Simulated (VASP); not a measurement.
# SiW4 (Pm-3m) in VASP: further runs

SiW4 is run at these levels: PBE; tasks: single point.

Program: VASP 6.6.1. These are calculated values, not measurements. Logs are shortened: lines on timing, memory, paths and dates and some standing lists are left out, and cuts for length are marked.

## 1. The cell of the first run

Symmetry: Pm-3m, No. 221, cubic system. The conventional cell has a = 4.774 Å, b = 4.774 Å, c = 4.774 Å, α = 90.00°, β = 90.00°, γ = 90.00°. Within 4.4 Å of Si (site symmetry m-3m) lie 20 W at 3.38 to 4.13 Å. W (site symmetry 4/mmm) has 2 W at 2.39 Å within 3.2 Å. Within 3.2 Å of W (site symmetry m-3m) lie 6 W at 2.39 Å.

## 2. Single point, PBE

INCAR

```
SYSTEM = SiW4
PREC = Accurate
ENCUT = 520
EDIFF = 1E-7
ISMEAR = 0
SIGMA = 0.1
LREAL = .FALSE.
LASPH = .TRUE.
NELM = 80
ALGO = Fast
ISIF = 2
LWAVE = .FALSE.
LCHARG = .FALSE.
GGA = PE
NBANDS = 38
```

KPOINTS

```
Automatic mesh
0
G
  4 4 4
  0 0 0
```

POSCAR

```
SiW4
1.0
    4.7738198458      0.0000000000      0.0000000000
    0.0000000000      4.7738198458      0.0000000000
    0.0000000000      0.0000000000      4.7738198458
Si W
1 4
Direct
    0.0000000000      0.0000000000      0.0000000000
    0.0000000000      0.5000000000      0.5000000000
    0.5000000000      0.0000000000      0.5000000000
    0.5000000000      0.5000000000      0.0000000000
    0.5000000000      0.5000000000      0.5000000000
```

Potentials or basis: VASP PAW PBE potentials, release 64 (Si, W_sv).

The run is started by

```
> cat potpaw_PBE.64/Si/POTCAR potpaw_PBE.64/W_sv/POTCAR > POTCAR
> mpirun -np 1 vasp_std > vasp.out
```

OUTCAR:

```text
SYSTEM = SiW4
   PREC = Accurate
   ENCUT = 520
   EDIFF = 1E-7
   ISMEAR = 0
   LREAL = .FALSE.
   LASPH = .TRUE.
   NELM = 80
   ISIF = 2
   GGA = PE

 ion  position               nearest neighbor table
   1  0.000  0.000  0.000-
   2  0.000  0.500  0.500-   5 2.39   5 2.39   3 3.38   4 3.38   3 3.38   3 3.38   4 3.38   4 3.38
                             4 3.38   3 3.38
   3  0.500  0.000  0.500-   5 2.39   5 2.39   2 3.38   4 3.38   2 3.38   4 3.38   4 3.38   4 3.38
                             2 3.38   2 3.38
   4  0.500  0.500  0.000-   5 2.39   5 2.39   2 3.38   2 3.38   3 3.38   3 3.38   3 3.38   3 3.38
                             2 3.38   2 3.38
   5  0.500  0.500  0.500-   2 2.39   3 2.39   4 2.39   4 2.39   3 2.39   2 2.39

  LATTYP: Found a simple cubic cell.
 ALAT       =     4.7738198458

  Lattice vectors:

 A1 = (   4.7738198458,   0.0000000000,   0.0000000000)
 A2 = (   0.0000000000,   4.7738198458,   0.0000000000)
 A3 = (   0.0000000000,   0.0000000000,   4.7738198458)

Analysis of symmetry for initial positions (statically):
=====================================================================
 Subroutine PRICEL returns:
 Original cell was already a primitive cell.

 Routine SETGRP: Setting up the symmetry group for a
 simple cubic supercell.

 Subroutine GETGRP returns: Found 48 space group operations
[... 9 lines left out ...]

 Routine SETGRP: Setting up the symmetry group for a
 simple cubic supercell.

 Subroutine GETGRP returns: Found 48 space group operations
[... 11 lines left out ...]
                                     Primitive cell

  volume of cell :     108.7923

  direct lattice vectors                    reciprocal lattice vectors
     4.773819846  0.000000000  0.000000000     0.209475856  0.000000000  0.000000000
     0.000000000  4.773819846  0.000000000     0.000000000  0.209475856  0.000000000
     0.000000000  0.000000000  4.773819846     0.000000000  0.000000000  0.209475856

  length of vectors
     4.773819846  4.773819846  4.773819846     0.209475856  0.209475856  0.209475856

  position of ions in fractional coordinates (direct lattice)
     0.000000000  0.000000000  0.000000000
     0.000000000  0.500000000  0.500000000
     0.500000000  0.000000000  0.500000000
     0.500000000  0.500000000  0.000000000
     0.500000000  0.500000000  0.500000000

  ion indices of the primitive-cell ions
   primitive index   ion index
                 1           1
                 2           2
                 3           3
                 4           4
                 5           5

[... 56 lines left out ...]
   EDIFF  = 0.1E-06   stopping-criterion for ELM
   LREAL  =      F    real-space projection
   EDIFFG = 0.1E-05   stopping-criterion for IOM
   NSW    =      0    number of steps for IOM
   IBRION =     -1    ionic relax: 0-MD 1-quasi-New 2-CG
   NFREE  =      0    steps in history (QN), initial steepest desc. (CG)
   ISIF   =      2    stress and relaxation
   ISYM   =      2    0-nonsym 1-usesym 2-fastsym
   POTIM  = 0.5000    time-step for ionic-motion
   TEBEG  =    0.0;   TEEND  =   0.0 temperature during run
   PSTRESS=    0.0 pullay stress
   NELECT =      60.0000    total number of electrons
   NUPDOWN=      -1.0000    fix difference up-down
   EMIN   =  10.00;   EMAX   =-10.00  energy-range for DOS
   EFERMI =   0.00;   METHOD = LEGACY
   ISMEAR =     0;   SIGMA  =   0.10  broadening in eV -4-tet -1-fermi 0-gaus
   EFERMI_NEDOS =   21; number of points for ismear=-14 and -15
   IALGO  =     68    algorithm
   IMIX   =      4    mixing-type and parameters
     AMIX     =   0.40;   BMIX     =  1.00
     AMIX_MAG =   1.60;   BMIX_MAG =  1.00
  volume/ion in A,a.u.               =      21.76       146.83
  Fermi-wavevector in a.u.,A,eV,Ry     =   1.342536  2.537025 24.523175  1.802402
  Thomas-Fermi vector in A             =   2.470682
   LORBIT       =      0    0 simple, 1 ext, 2 COOP (PROOUT), +10 PAW based schemes
   GGA     = PE    functional components
   LHFCALC =     F    Hartree Fock is set to
   AEXX    =    0.0000 exact exchange contribution
   IVDW    =     0    specifies the selected vdW correction
   LEPSILON=     F    determine dielectric tensor
   LRPA    =     F    only Hartree local field effects (RPA)
 non-spin polarized calculation
 RMM-DIIS sequential band-by-band and
 Gauss-broadening in eV      SIGMA  =   0.10
  energy-cutoff  :      520.00
  volume of cell :      108.79
 maximum number of plane-waves:      3016
 NGX is ok and might be reduce to    36
   NGX = 17   NGY = 17   NGZ = 17

 number of electron      59.9999983 magnetization

 Free energy of the ion-electron system (eV)
  ---------------------------------------------------
  ext. energy  EPLUGINS =         0.00000000
  ---------------------------------------------------
  free energy    TOTEN  =       -44.99763852 eV

  energy without entropy =      -44.94271426  energy(sigma->0) =      -44.97017639

 E-fermi :   6.9716     XC(G=0): -11.2113

 val. band max:        6.9669049850   @ k =   0.5000   0.2500   0.2500
 cond. band min:       6.9862629892   @ k =   0.5000   0.2500   0.2500
 fundamental gap:      0.0193580042
 Fermi energy:         6.9715740682

 k-point     1 :       0.0000    0.0000    0.0000
  band No.  band energies     occupation
      1     -67.5158      2.00000
      2     -67.4503      2.00000
      3     -67.4503      2.00000
      4     -66.3529      2.00000
      5     -32.7270      2.00000
      6     -32.7270      2.00000
[... 399 lines left out ...]
     37       7.6755      0.00000
     38       7.6756      0.00000

------------------------ aborting loop because EDIFF is reached ----------------------------------------

  FORCE on cell =-STRESS in cart. coord.  units (eV):
  Direction    XX          YY          ZZ          XY          YZ          ZX
  --------------------------------------------------------------------------------------
  -------------------------------------------------------------------------------------
  Total        0.6222578      0.6222578      0.6222578     -0.0000000      0.0000000     -0.0000000
  in kB        9.1639529      9.1639529      9.1639529     -0.0000000      0.0000000     -0.0000000
  external PRESSURE =       9.1639529 kB  Pullay stress =       0.0000000 kB

 VOLUME and BASIS-vectors are now :
 -----------------------------------------------------------------------------
  energy-cutoff  :      520.00
  volume of cell :      108.79
      direct lattice vectors                 reciprocal lattice vectors
     4.773819846  0.000000000  0.000000000     0.209475856  0.000000000  0.000000000
     0.000000000  4.773819846  0.000000000     0.000000000  0.209475856  0.000000000
     0.000000000  0.000000000  4.773819846     0.000000000  0.000000000  0.209475856

 POSITION                                       TOTAL-FORCE (eV/Angst)
 -----------------------------------------------------------------------------------
      0.00000      0.00000      0.00000         0.000000      0.000000      0.000000
      0.00000      2.38691      2.38691         0.000000      0.000000      0.000000
      2.38691      0.00000      2.38691         0.000000      0.000000      0.000000
      2.38691      2.38691      0.00000         0.000000      0.000000      0.000000
      2.38691      2.38691      2.38691         0.000000      0.000000      0.000000
 -----------------------------------------------------------------------------------
    total drift:                                0.000000      0.000000      0.000000

  FREE ENERGIE OF THE ION-ELECTRON SYSTEM (eV)
  ---------------------------------------------------
  free  energy   TOTEN  =       -44.9976385244 eV

  energy  without entropy=      -44.9427142631  energy(sigma->0) =      -44.97017639
```

stdout:

```text
POSCAR found type information on POSCAR SiW
 POSCAR found :  2 types and       5 ions
 scaLAPACK will be used
 LDA part: xc-table for (Slater+PW92), standard interpolation
 POSCAR, INCAR and KPOINTS ok, starting setup
 FFT: planning ... GRIDC
 FFT: planning ... GRID_SOFT
 FFT: planning ... GRID
 WAVECAR not read
 entering main loop
 num prob RMM:  22    -0.449976384457E+02   -0.13145E-06   -0.12866E-06   475   0.666E-04    0.195E-04
```

Wall time 27 s (1 thread of Intel Xeon 6975P-C (Granite Rapids), shared host); peak memory 0.21 GiB.

What came out:

```
Free energy            : -44.9976 eV
Pressure               : 0.9 GPa
Band gap on the k mesh : zero (band 30 reaches 7.21 eV, above the bottom of band 31 at 6.57 eV)
```

Levels at points of the mesh, in eV from the Fermi level:
```tsv
k point	band 27	band 28	band 29	band 30	band 31	band 32	band 33	band 34
(0.00, 0.00, 0.00)	-1.03	-1.03	-0.24	0.02	0.02	0.02	1.99	2.00
(0.50, 0.00, 0.00)	-1.27	-1.01	-1.01	-0.96	-0.40	0.09	0.24	1.30
(0.50, 0.50, 0.00)	-1.62	-1.45	-0.70	-0.06	-0.06	0.10	0.54	0.87
(0.50, 0.50, 0.50)	-1.14	-0.03	-0.03	-0.03	0.10	0.10	0.17	0.32
```

Caveat: spin-orbit coupling is left out, which moves the levels of the heavy elements.

## 3. Single point, PBE

This run uses another cell than the first one, of 21.64 Å³/atom, 0.995 times its volume.

INCAR

```
SYSTEM = SiW4
  PREC = Accurate
  ENCUT = 520
  EDIFF = 1E-6
  ISMEAR = 0
  SIGMA = 0.1
  LREAL = .False.
  LASPH = .True.
  NELM = 100
  ALGO = Fast
  ISIF = 2
  LWAVE = .False.
  LCHARG = .True.
  GGA = PE
  LELF = .True.
  LVHAR = .True.
  NBANDS = 38
```

KPOINTS

```
regular mesh
0
Gamma
  8 8 8
  0 0 0
```

POSCAR, as its differences from that of step 2:

```diff
@@ -2,5 +2,5 @@
 1.0
-    4.7738198458      0.0000000000      0.0000000000
-    0.0000000000      4.7738198458      0.0000000000
-    0.0000000000      0.0000000000      4.7738198458
+    4.7651032079      0.0000000000      0.0000000000
+    0.0000000000      4.7651032079      0.0000000000
+    0.0000000000      0.0000000000      4.7651032079
 Si W
```

Potentials or basis: VASP PAW PBE potentials, release 64 (Si, W_sv).

The run is started by

```
> cat potpaw_PBE.64/Si/POTCAR potpaw_PBE.64/W_sv/POTCAR > POTCAR
> mpirun -np 1 vasp_std > vasp.out
```

OUTCAR:

```text
SYSTEM = SiW4
   PREC = Accurate
   ENCUT = 520
   EDIFF = 1E-6
   ISMEAR = 0
   LREAL = .False.
   LASPH = .True.
   NELM = 100
   ISIF = 2
   GGA = PE

 ion  position               nearest neighbor table
   1  0.000  0.000  0.000-
   2  0.000  0.500  0.500-   5 2.38   5 2.38   3 3.37   4 3.37   3 3.37   3 3.37   4 3.37   4 3.37
                             4 3.37   3 3.37
   3  0.500  0.000  0.500-   5 2.38   5 2.38   2 3.37   4 3.37   2 3.37   4 3.37   4 3.37   4 3.37
                             2 3.37   2 3.37
   4  0.500  0.500  0.000-   5 2.38   5 2.38   2 3.37   2 3.37   3 3.37   3 3.37   3 3.37   3 3.37
                             2 3.37   2 3.37
   5  0.500  0.500  0.500-   2 2.38   3 2.38   4 2.38   4 2.38   3 2.38   2 2.38

  LATTYP: Found a simple cubic cell.
 ALAT       =     4.7651032079

  Lattice vectors:

 A1 = (   4.7651032079,   0.0000000000,   0.0000000000)
 A2 = (   0.0000000000,   4.7651032079,   0.0000000000)
 A3 = (   0.0000000000,   0.0000000000,   4.7651032079)

Analysis of symmetry for initial positions (statically):
=====================================================================
 Subroutine PRICEL returns:
 Original cell was already a primitive cell.

 Routine SETGRP: Setting up the symmetry group for a
 simple cubic supercell.
[... 172 lines left out ...]

  energy without entropy =      -45.15865708  energy(sigma->0) =      -45.17741593

 E-fermi :   6.9799     XC(G=0): -11.2399

 val. band max:        6.9754685316   @ k =   0.3750   0.2500   0.2500
 cond. band min:       6.9890520812   @ k =   0.5000   0.5000   0.5000
 fundamental gap:      0.0135835496
 Fermi energy:         6.9799139581

 k-point     1 :       0.0000    0.0000    0.0000
  band No.  band energies     occupation
      1     -67.4978      2.00000
      2     -67.4354      2.00000
      3     -67.4354      2.00000
      4     -66.2264      2.00000
      5     -32.6902      2.00000
      6     -32.6902      2.00000
[... 973 lines left out ...]
     37       9.1096      0.00000
     38       9.6493      0.00000

 [... further k-points ...]
[... 5 lines left out ...]
  --------------------------------------------------------------------------------------
  -------------------------------------------------------------------------------------
  Total        0.6039189      0.6039189      0.6039189     -0.0000000     -0.0000000     -0.0000000
  in kB        8.9427740      8.9427740      8.9427740     -0.0000000     -0.0000000     -0.0000000
  external PRESSURE =       8.9427740 kB  Pullay stress =       0.0000000 kB

 VOLUME and BASIS-vectors are now :
 -----------------------------------------------------------------------------
  energy-cutoff  :      520.00
  volume of cell :      108.20
      direct lattice vectors                 reciprocal lattice vectors
     4.765103208  0.000000000  0.000000000     0.209859043  0.000000000  0.000000000
     0.000000000  4.765103208  0.000000000     0.000000000  0.209859043  0.000000000
     0.000000000  0.000000000  4.765103208     0.000000000  0.000000000  0.209859043

 POSITION                                       TOTAL-FORCE (eV/Angst)
 -----------------------------------------------------------------------------------
      0.00000      0.00000      0.00000         0.000000      0.000000      0.000000
      0.00000      2.38255      2.38255         0.000000      0.000000      0.000000
      2.38255      0.00000      2.38255         0.000000      0.000000      0.000000
      2.38255      2.38255      0.00000         0.000000      0.000000      0.000000
      2.38255      2.38255      2.38255         0.000000      0.000000      0.000000
 -----------------------------------------------------------------------------------
    total drift:                                0.000000      0.000000      0.000000

  FREE ENERGIE OF THE ION-ELECTRON SYSTEM (eV)
  ---------------------------------------------------
  free  energy   TOTEN  =       -45.1961747668 eV

  energy  without entropy=      -45.1586570836  energy(sigma->0) =      -45.17741593
```

OSZICAR:

```text
N       E                     dE             d eps       ncg     rms          rms(c)
DAV:   1     0.749825983402E+03    0.74983E+03   -0.35531E+04  2692   0.168E+03
DAV:   2    -0.743303198728E+01   -0.75726E+03   -0.73967E+03  2786   0.528E+02
DAV:   3    -0.478005323230E+02   -0.40368E+02   -0.38537E+02  3312   0.115E+02
DAV:   4    -0.491275390041E+02   -0.13270E+01   -0.12825E+01  3384   0.191E+01
DAV:   5    -0.491617213610E+02   -0.34182E-01   -0.33828E-01  3266   0.303E+00    0.374E+01
RMM:   6    -0.459364707573E+02    0.32253E+01   -0.19374E+01  3266   0.177E+01    0.238E+01
RMM:   7    -0.452269941574E+02    0.70948E+00   -0.31747E+00  3357   0.856E+00    0.986E+00
RMM:   8    -0.451759706983E+02    0.51023E-01   -0.12737E+00  3437   0.500E+00    0.192E+00
RMM:   9    -0.451922011816E+02   -0.16230E-01   -0.30744E-01  3762   0.201E+00    0.502E-01
RMM:  10    -0.451948042007E+02   -0.26030E-02   -0.50850E-02  3665   0.973E-01    0.310E-01
RMM:  11    -0.451959707220E+02   -0.11665E-02   -0.12227E-02  3827   0.458E-01    0.276E-01
RMM:  12    -0.451960670649E+02   -0.96343E-04   -0.45542E-03  3772   0.257E-01    0.306E-02
RMM:  13    -0.451961324298E+02   -0.65365E-04   -0.87385E-04  3770   0.118E-01    0.257E-02
RMM:  14    -0.451961617137E+02   -0.29284E-04   -0.37532E-04  3791   0.559E-02    0.189E-02
RMM:  15    -0.451961690572E+02   -0.73434E-05   -0.88758E-05  3228   0.238E-02    0.506E-03
RMM:  16    -0.451961729037E+02   -0.38465E-05   -0.36923E-05  2779   0.122E-02    0.171E-03
RMM:  17    -0.451961742319E+02   -0.13282E-05   -0.12271E-05  2220   0.616E-03    0.172E-03
RMM:  18    -0.451961747668E+02   -0.53490E-06   -0.49375E-06  2055   0.373E-03
   1 F= -.45196175E+02 E0= -.45177416E+02  d E =-.375177E-01
```

stdout:

```text
POSCAR found type information on POSCAR SiW
 POSCAR found :  2 types and       5 ions
 scaLAPACK will be used
 LDA part: xc-table for (Slater+PW92), standard interpolation
 POSCAR, INCAR and KPOINTS ok, starting setup
 FFT: planning ... GRIDC
 FFT: planning ... GRID_SOFT
 FFT: planning ... GRID
 WAVECAR not read
 entering main loop
```

Wall time 64 s (1 thread of Intel Xeon 6975P-C (Granite Rapids), shared host); peak memory 0.27 GiB.

What came out:

```
Free energy            : -45.1962 eV
Pressure               : 0.9 GPa
Band gap on the k mesh : zero (band 30 reaches 7.25 eV, above the bottom of band 31 at 6.60 eV)
```

Caveat: spin-orbit coupling is left out, which moves the levels of the heavy elements.
